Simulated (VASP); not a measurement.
# Ni (P6_3/mmc) in VASP: notebook

Ni is run at these levels: LDA, PBEsol, PBE; tasks: single point.

All numbers are computed with VASP 6.6.1; they aren't measurements. Logs are shortened: lines on timing, memory, paths and dates and some standing lists are left out, and cuts for length are marked.

## 1. The cell of the first run

It takes space group P6_3/mmc (No. 194, hexagonal). Conventional cell: a = 2.448 Å, b = 2.448 Å, c = 4.073 Å, α = 90.00°, β = 90.00°, γ = 120.00°. Ni (site symmetry -6m2) has 12 Ni at 2.45 to 2.48 Å within 3.2 Å.

## 2. Single point, LDA, collinear spin, ferromagnetic start

The input, INCAR:

```
SYSTEM = Ni
  PREC = Accurate
  ENCUT = 590
  EDIFF = 1E-6
  ISMEAR = 0
  SIGMA = 0.1
  LREAL = .FALSE.
  LASPH = .TRUE.
  NELM = 200
  ALGO = Normal
  ISIF = 2
  LWAVE = .FALSE.
  LCHARG = .TRUE.
  ISPIN = 2
  MAGMOM = 1 1
  LORBIT = 11
  LMAXMIX = 4
  GGA = CA
  LELF = .TRUE.
  LVHAR = .TRUE.
  NBANDS = 29
  GGA_COMPAT = .FALSE.
```

The input, KPOINTS:

```
regular mesh
0
G
  12 12 7
  0 0 0
```

The input, POSCAR:

```
Ni
1.0
    2.4480228978      0.0000000000      0.0000000000
   -1.2240114489      2.1200500186      0.0000000000
    0.0000000000      0.0000000000      4.0728075700
Ni
2
Direct
    0.6666666667      0.3333333333      0.7500000000
    0.3333333333      0.6666666667      0.2500000000
```

Potentials or basis: VASP PAW LDA potentials, release 64 (Ni_sv_GW).

Run with:

```bash
cat potpaw_LDA.64/Ni_sv_GW/POTCAR > POTCAR
mpirun -np 1 vasp_std > vasp.out
```

OUTCAR:

```text
SYSTEM = Ni
   PREC = Accurate
   ENCUT = 590
   EDIFF = 1E-6
   ISMEAR = 0
   LREAL = .FALSE.
   LASPH = .TRUE.
   NELM = 200
   ISIF = 2
   ISPIN = 2
   LORBIT = 11
   GGA = CA

 ion  position               nearest neighbor table
   1  0.667  0.333  0.750-   2 2.48   2 2.48   2 2.48   2 2.48   2 2.48   2 2.48
   2  0.333  0.667  0.250-   1 2.48   1 2.48   1 2.48   1 2.48   1 2.48   1 2.48

  LATTYP: Found a hexagonal cell.
 ALAT       =     2.4480228978
 C/A-ratio  =     1.6637130207

  Lattice vectors:

 A1 = (   2.4480228978,   0.0000000000,   0.0000000000)
 A2 = (  -1.2240114489,   2.1200500186,   0.0000000000)
 A3 = (   0.0000000000,   0.0000000000,   4.0728075700)

Analysis of symmetry for initial positions (statically):
=====================================================================
 Subroutine PRICEL returns:
 Original cell was already a primitive cell.

 Routine SETGRP: Setting up the symmetry group for a
 hexagonal supercell.

 Subroutine GETGRP returns: Found 24 space group operations
 (whereof 12 operations were pure point group operations)
 out of a pool of 24 trial point group operations.

The static configuration has the point symmetry D_3d.
 The point group associated with its full space group is D_6h.

Analysis of symmetry for dynamics (positions and initial velocities):
=====================================================================
 Subroutine PRICEL returns:
 Original cell was already a primitive cell.

 Routine SETGRP: Setting up the symmetry group for a
 hexagonal supercell.

 Subroutine GETGRP returns: Found 24 space group operations
 (whereof 12 operations were pure point group operations)
 out of a pool of 24 trial point group operations.

The dynamic configuration has the point symmetry D_3d.
 The point group associated with its full space group is D_6h.

Analysis of structural, dynamic, and magnetic symmetry:
=====================================================================
 Subroutine PRICEL returns:
 Original cell was already a primitive cell.

 Routine SETGRP: Setting up the symmetry group for a
 hexagonal supercell.

 Subroutine GETGRP returns: Found 24 space group operations
 (whereof 12 operations were pure point group operations)
 out of a pool of 24 trial point group operations.

The overall configuration has the point symmetry D_3d.
 The point group associated with its full space group is D_6h.

 Subroutine INISYM returns: Found 24 space group operations
 (whereof 12 operations are pure point group operations),
 and found     1 'primitive' translations

----------------------------------------------------------------------------------------

                                     Primitive cell

  volume of cell :      21.1376

  direct lattice vectors                    reciprocal lattice vectors
     2.448022898  0.000000000  0.000000000     0.408492911  0.235843492  0.000000000
    -1.224011449  2.120050019  0.000000000     0.000000000  0.471686984  0.000000000
     0.000000000  0.000000000  4.072807570     0.000000000  0.000000000  0.245530873

  length of vectors
     2.448022898  2.448022898  4.072807570     0.471686984  0.471686984  0.245530873

  position of ions in fractional coordinates (direct lattice)
     0.666666667  0.333333333  0.750000000
     0.333333333  0.666666667  0.250000000

  ion indices of the primitive-cell ions
   primitive index   ion index
                 1           1
                 2           2

----------------------------------------------------------------------------------------

 KPOINTS: regular mesh

Automatic generation of k-mesh.
 Grid dimensions read from file:
 generate k-points for:   12   12    7

 Generating k-lattice:

  Cartesian coordinates                     Fractional coordinates (reciprocal lattice)
     0.034041076  0.019653624  0.000000000     0.083333333 -0.000000000  0.000000000
     0.000000000  0.039307249  0.000000000     0.000000000  0.083333333  0.000000000
     0.000000000  0.000000000  0.035075839     0.000000000  0.000000000  0.142857143

  Length of vectors
     0.039307249  0.039307249  0.035075839

  Shift w.r.t. Gamma in fractional coordinates (k-lattice)
     0.000000000  0.000000000  0.000000000

 Subroutine IBZKPT returns following result:
 ===========================================

 Found     76 irreducible k-points:

 Following reciprocal coordinates:
            Coordinates               Weight
  0.000000  0.000000  0.000000      1.000000
  0.083333  0.000000  0.000000      6.000000
  0.166667 -0.000000  0.000000      6.000000
  0.250000 -0.000000  0.000000      6.000000
  0.333333  0.000000  0.000000      6.000000
  0.416667 -0.000000  0.000000      6.000000
[... 16 lines left out ...]
  0.250000 -0.000000  0.142857     12.000000
  0.333333  0.000000  0.142857     12.000000
 [... further k-points ...]
   k-points           NKPTS =     76   k-points in BZ     NKDIM =     76   number of bands    NBANDS=     29
   number of dos      NEDOS =    301   number of ions     NIONS =      2
   total plane-waves  NPLWV =  12800
   dimension x,y,z NGX =    20 NGY =   20 NGZ =   32
   dimension x,y,z NGXF=    40 NGYF=   40 NGZF=   64
   ions per type =               2
   NGX,Y,Z   is equivalent  to a cutoff of  13.58, 13.58, 13.06 a.u.
   NGXF,Y,Z  is equivalent  to a cutoff of  27.16, 27.16, 26.12 a.u.
 SYSTEM =  Ni
   PREC   = accura    normal or accurate (medium, high low for compatibility)
   ISTART =      0    job   : 0-new  1-cont  2-samecut
   ICHARG =      2    charge: 1-file 2-atom 10-const
   ISPIN  =      2    spin polarized calculation?
   LNONCOLLINEAR =      F non collinear calculations
   LSORBIT =      F    spin-orbit coupling
   LASPH  =      T    aspherical Exc in radial PAW
   ENCUT  =  590.0 eV  43.36 Ry    6.59 a.u.   4.85  4.85  8.07*2*pi/ulx,y,z
   NELM   =    200;   NELMIN=  2; NELMDL= -5     # of ELM steps
   EDIFF  = 0.1E-05   stopping-criterion for ELM
   LREAL  =      F    real-space projection
   EDIFFG = 0.1E-04   stopping-criterion for IOM
   NSW    =      0    number of steps for IOM
   IBRION =     -1    ionic relax: 0-MD 1-quasi-New 2-CG
   NFREE  =      0    steps in history (QN), initial steepest desc. (CG)
   ISIF   =      2    stress and relaxation
   ISYM   =      2    0-nonsym 1-usesym 2-fastsym
   POTIM  = 0.5000    time-step for ionic-motion
   TEBEG  =    0.0;   TEEND  =   0.0 temperature during run
   PSTRESS=    0.0 pullay stress
   NELECT =      36.0000    total number of electrons
   NUPDOWN=      -1.0000    fix difference up-down
   EMIN   =  10.00;   EMAX   =-10.00  energy-range for DOS
   EFERMI =   0.00;   METHOD = LEGACY
   ISMEAR =     0;   SIGMA  =   0.10  broadening in eV -4-tet -1-fermi 0-gaus
   EFERMI_NEDOS =   21; number of points for ismear=-14 and -15
   IALGO  =     38    algorithm
   IMIX   =      4    mixing-type and parameters
     AMIX     =   0.40;   BMIX     =  1.00
     AMIX_MAG =   1.60;   BMIX_MAG =  1.00
  volume/ion in A,a.u.               =      10.57        71.32
  Fermi-wavevector in a.u.,A,eV,Ry     =   1.955047  3.694503 52.004300  3.822208
  Thomas-Fermi vector in A             =   2.981484
   LORBIT       =     11    0 simple, 1 ext, 2 COOP (PROOUT), +10 PAW based schemes
   GGA     = CA    functional components
   LHFCALC =     F    Hartree Fock is set to
   AEXX    =    0.0000 exact exchange contribution
   IVDW    =     0    specifies the selected vdW correction
   LEPSILON=     F    determine dielectric tensor
   LRPA    =     F    only Hartree local field effects (RPA)
 spin polarized calculation
 Gauss-broadening in eV      SIGMA  =   0.10
  energy-cutoff  :      590.00
  volume of cell :       21.14
 maximum number of plane-waves:       711
 NGX is ok and might be reduce to    20
   NGX =  9   NGY =  9   NGZ = 17

 number of electron      35.9999972 magnetization       1.2037338

 Free energy of the ion-electron system (eV)
  ---------------------------------------------------
  ext. energy  EPLUGINS =         0.00000000
  ---------------------------------------------------
  free energy    TOTEN  =       -14.82423553 eV

  energy without entropy =      -14.80084225  energy(sigma->0) =      -14.81253889

 E-fermi :   7.8231     XC(G=0): -14.5114

 val. band max:        7.8216494292   @ k =   0.0833   0.0000   0.1429
 cond. band min:       7.8291221382   @ k =   0.2500   0.1667   0.1429
 fundamental gap:      0.0074727090
 Fermi energy:         7.8231183692

 spin component 1

 k-point     1 :       0.0000    0.0000    0.0000
  band No.  band energies     occupation
      1     -94.6998      1.00000
      2     -94.6634      1.00000
      3     -55.7663      1.00000
      4     -55.5942      1.00000
      5     -55.5942      1.00000
      6     -55.5611      1.00000
[... 21 lines left out ...]
     28      34.2818      0.00000
     29      37.9999      0.00000
[... 705 lines left out ...]
 k-point    24 :       0.3333    0.0000    0.1429
  band No.  band energies     occupation
      1     -94.6684      1.00000
      2     -94.6493      1.00000
      3     -55.7539      1.00000
      4     -55.7199      1.00000
      5     -55.6782      1.00000
      6     -55.6360      1.00000
[... 21 lines left out ...]
     28      32.6570      0.00000
     29      35.7636      0.00000

 [... further k-points ...]

 spin component 2

 k-point     1 :       0.0000    0.0000    0.0000
  band No.  band energies     occupation
      1     -93.9673      1.00000
      2     -93.9300      1.00000
      3     -55.0716      1.00000
      4     -54.8787      1.00000
      5     -54.8787      1.00000
      6     -54.8447      1.00000
[... 21 lines left out ...]
     28      34.4313      0.00000
     29      38.1566      0.00000
[... 705 lines left out ...]
 k-point    24 :       0.3333    0.0000    0.1429
  band No.  band energies     occupation
      1     -93.9352      1.00000
      2     -93.9156      1.00000
      3     -55.0453      1.00000
      4     -55.0092      1.00000
      5     -54.9781      1.00000
      6     -54.9218      1.00000
[... 21 lines left out ...]
     28      32.7949      0.00000
     29      35.8711      0.00000

 [... further k-points ...]

------------------------ aborting loop because EDIFF is reached ----------------------------------------

  FORCE on cell =-STRESS in cart. coord.  units (eV):
  Direction    XX          YY          ZZ          XY          YZ          ZX
  --------------------------------------------------------------------------------------
  -------------------------------------------------------------------------------------
  Total       -1.7990091     -1.7990091     -2.2430051      0.0000000      0.0000000      0.0000000
  in kB     -136.3604622   -136.3604622   -170.0142690      0.0000000      0.0000000      0.0000000
  external PRESSURE =    -147.5783978 kB  Pullay stress =       0.0000000 kB

 VOLUME and BASIS-vectors are now :
 -----------------------------------------------------------------------------
  energy-cutoff  :      590.00
  volume of cell :       21.14
      direct lattice vectors                 reciprocal lattice vectors
     2.448022898  0.000000000  0.000000000     0.408492911  0.235843492  0.000000000
    -1.224011449  2.120050019  0.000000000     0.000000000  0.471686984  0.000000000
     0.000000000  0.000000000  4.072807570     0.000000000  0.000000000  0.245530873

 POSITION                                       TOTAL-FORCE (eV/Angst)
 -----------------------------------------------------------------------------------
      1.22401      0.70668      3.05461         0.000000     -0.000000      0.000000
     -0.00000      1.41337      1.01820        -0.000000      0.000000      0.000000
 -----------------------------------------------------------------------------------
    total drift:                                0.000000     -0.000000      0.000000

  FREE ENERGIE OF THE ION-ELECTRON SYSTEM (eV)
  ---------------------------------------------------
  free  energy   TOTEN  =       -14.8242355336 eV

  energy  without entropy=      -14.8008422525  energy(sigma->0) =      -14.81253889

 total charge

# of ion       s       p       d       f       tot
--------------------------------------------------
    1        2.248   6.317   7.823   0.006  16.393
    2        2.248   6.317   7.823   0.006  16.393
--------------------------------------------------
tot          4.495  12.634  15.646   0.011  32.787

 magnetization (x)

# of ion       s       p       d       f       tot
--------------------------------------------------
    1       -0.001  -0.012   0.640  -0.000   0.627
    2       -0.001  -0.012   0.640  -0.000   0.627
--------------------------------------------------
tot         -0.001  -0.024   1.280  -0.000   1.255
```

Run time: 63 s. Hardware: 1 thread of Intel Xeon 6975P-C (Granite Rapids), shared host; peak memory 0.2 GiB.

Results:

| Property | Result |
| --- | --- |
| Free energy | -14.8242 eV |
| Pressure | -14.8 GPa |
| Net moment | 1.20 μB per cell |
| Site moments | Ni +0.63 μB |
| Valence electrons inside the program's atomic spheres | Ni 16.39 |

## 3. Single point, PBEsol, collinear spin, ferromagnetic start

The input, INCAR:

```
ALGO = Normal ; EDIFF = 1E-6
ENCUT = 590 ; GGA = PS
GGA_COMPAT = F ; ISIF = 2
ISMEAR = -1 ; ISPIN = 2
LASPH = T ; LCHARG = F
LMAXMIX = 4 ; LORBIT = 11
LREAL = F ; LWAVE = F
MAGMOM = 2 2 ; NBANDS = 29
NELM = 200 ; NUPDOWN = 4.0
PREC = Accurate ; SIGMA = 0.05
```

The input, KPOINTS:

```
k-points
0
Gamma
  10 10 6
```

POSCAR is that of step 2.

Potentials or basis: VASP PAW PBE potentials, release 64 (Ni_sv_GW).

Run with:

```bash
cat potpaw_PBE.64/Ni_sv_GW/POTCAR > POTCAR
mpirun -np 1 vasp_std > vasp.out
```

Run time: 1.9 min. Hardware: 1 thread of Intel Xeon Platinum 8488C (Sapphire Rapids), shared host; peak memory 0.2 GiB.

It converged, with:

```
Free energy                                           : -10.7366 eV
Pressure                                              : 20.9 GPa
Net moment                                            : 4.00 μB per cell
Site moments                                          : Ni +1.81 μB
Valence electrons inside the program's atomic spheres : Ni 16.32
```

Stress tensor (GPa, compression positive):
```
24.62  0.00  0.00
 0.00 24.62  0.00
 0.00  0.00 13.38
```

Caveat: the PAW data sets were made with another functional, which shifts forces and pressure a little; the total moment is fixed, so each spin has its own Fermi level.

## 4. Single point, PBE, collinear spin, ferromagnetic start

The input, INCAR:

```
PREC = Accurate
ENCUT = 590
EDIFF = 1E-6
ISMEAR = -1
SIGMA = 0.05
LREAL = F
LASPH = T
NELM = 200
ALGO = Normal
ISIF = 2
LWAVE = F
LCHARG = T
ISPIN = 2
MAGMOM = 2 2
LORBIT = 11
NUPDOWN = 4.0
LMAXMIX = 4
GGA = PE
LELF = T
LVHAR = T
NBANDS = 29
GGA_COMPAT = F
```

The input, KPOINTS:

```
Automatic mesh
0
Gamma
  10 10 6
```

POSCAR is that of step 3.

Run with:

```bash
cat potpaw_PBE.64/Ni_sv_GW/POTCAR > POTCAR
mpirun -np 1 vasp_std > vasp.out
```

Run time: 2.5 min. Hardware: 1 thread of AMD EPYC 7R43 (Zen 3), shared host; peak memory 0.16 GiB.

The run converged. Its results:

```yaml
Free_energy: -9.3905 eV
Pressure: 31.1 GPa
Net_moment: 4.00 μB per cell
Site_moments: Ni +1.81 μB
Valence_electrons_inside_the_program's_atomic_spheres: Ni 16.32
```

Stress tensor (GPa, compression positive):
```
34.94  0.00  0.00
 0.00 34.94  0.00
 0.00  0.00 23.42
```

Caveat: the total moment is fixed, so each spin has its own Fermi level.

## 5. Single point, PBE, collinear spin, ferromagnetic start

The input, INCAR:

```
SYSTEM = Ni
ALGO = Normal
EDIFF = 1E-6
ENCUT = 520
GGA = PE
ISIF = 2
ISMEAR = 0
ISPIN = 2
LASPH = .TRUE.
LCHARG = .FALSE.
LMAXMIX = 4
LORBIT = 11
LREAL = .FALSE.
LWAVE = .FALSE.
MAGMOM = 1 1
NBANDS = 21
NELM = 150
PREC = Accurate
SIGMA = 0.016
```

The input, KPOINTS:

```
k-points
0
G
  12 12 7
  0 0 0
```

POSCAR is that of step 4.

Potentials or basis: VASP PAW PBE potentials, release 64 (Ni).

Run with:

```bash
cat potpaw_PBE.64/Ni/POTCAR > POTCAR
mpirun -np 1 vasp_std > vasp.out
```

Wall time 24 s (1 thread of Intel Xeon 6975P-C (Granite Rapids), shared host); peak memory 0.16 GiB.

Results (log left out):

| Property | Result |
| --- | --- |
| Free energy | -10.8675 eV |
| Pressure | 6.9 GPa |
| Net moment | 1.27 μB per cell |
| Site moments | Ni +0.64 μB |
| Valence electrons inside the program's atomic spheres | Ni 9.36 |

Stress tensor (GPa, compression positive):
```
8.04 0.00 0.00
0.00 8.04 0.00
0.00 0.00 4.54
```

Levels at points of the mesh, in eV from the Fermi level:
Spin up:
| k point | band 7 | band 8 | band 9 | band 10 | band 11 | band 12 | band 13 | band 14 | band 15 | band 16 |
| --- | --- | --- | --- | --- | --- | --- | --- | --- | --- | --- |
| (0.00, 0.00, 0.00) | -2.17 | -1.65 | -1.65 | -0.72 | -0.72 | -0.57 | 5.57 | 23.05 | 25.30 | 25.30 |
| (0.50, 0.00, 0.00) | -2.16 | -0.61 | -0.56 | -0.49 | 1.20 | 3.16 | 9.41 | 9.97 | 12.52 | 13.52 |
Spin down:
```
           k point  band 7  band 8  band 9  band 10  band 11  band 12  band 13  band 14
(0.00, 0.00, 0.00)   -1.46   -1.00   -1.00    -0.62    -0.03    -0.03     6.01    22.92
(0.50, 0.00, 0.00)   -1.46    0.14    0.18     0.30     1.69     3.55     9.52    10.09
```

[end of part 1 of 2]
